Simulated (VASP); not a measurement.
LaMg3: single point with LDA

LaMg3:

```
La Mg
1.0
     4.83058    0.00000    0.00000
     0.00000    4.83058    0.00000
     0.00000    0.00000    5.04830
La Mg
1 3
Direct
  0.00000 0.00000 0.00000
  0.50000 0.00000 0.50000
  0.50000 0.50000 0.00000
  0.00000 0.50000 0.50000
```

| Property | Result |
| --- | --- |
| Program | VASP 6.6.1 |
| Task | single point |
| Functional | LDA |
| Potentials or basis | VASP PAW LDA potentials, release 64 (La, Mg) |
| Cutoff | 520 eV |
| k mesh | 5 × 5 × 5 |
| Occupations | fermi-dirac, width 0.05 eV |
| Spin | no spin polarisation |
| Dipole correction | no |
| Further INCAR settings | ALGO = Normal; EDIFF = 1e-07; NBANDS = 16 |

| Property | Result |
| --- | --- |
| Pressure | -3.9 GPa |

Stress tensor (GPa, compression positive):
```
-3.80  0.00  0.00
 0.00 -3.80  0.00
 0.00  0.00 -3.96
```

Levels at points of the mesh, in eV from the Fermi level:
| k point | band 5 | band 6 | band 7 | band 8 | band 9 | band 10 | band 11 | band 12 |
| --- | --- | --- | --- | --- | --- | --- | --- | --- |
| (0.00, 0.00, 0.00) | -5.35 | -1.23 | -1.00 | 0.37 | 0.68 | 0.68 | 1.35 | 1.36 |

Run time: 17 s on 1 thread of AMD EPYC 9R45 96-Core Processor (Zen 5), on a shared host, peak memory 0.17 GiB.

Caveat: spin-orbit coupling is left out, which moves the levels of the heavy elements.
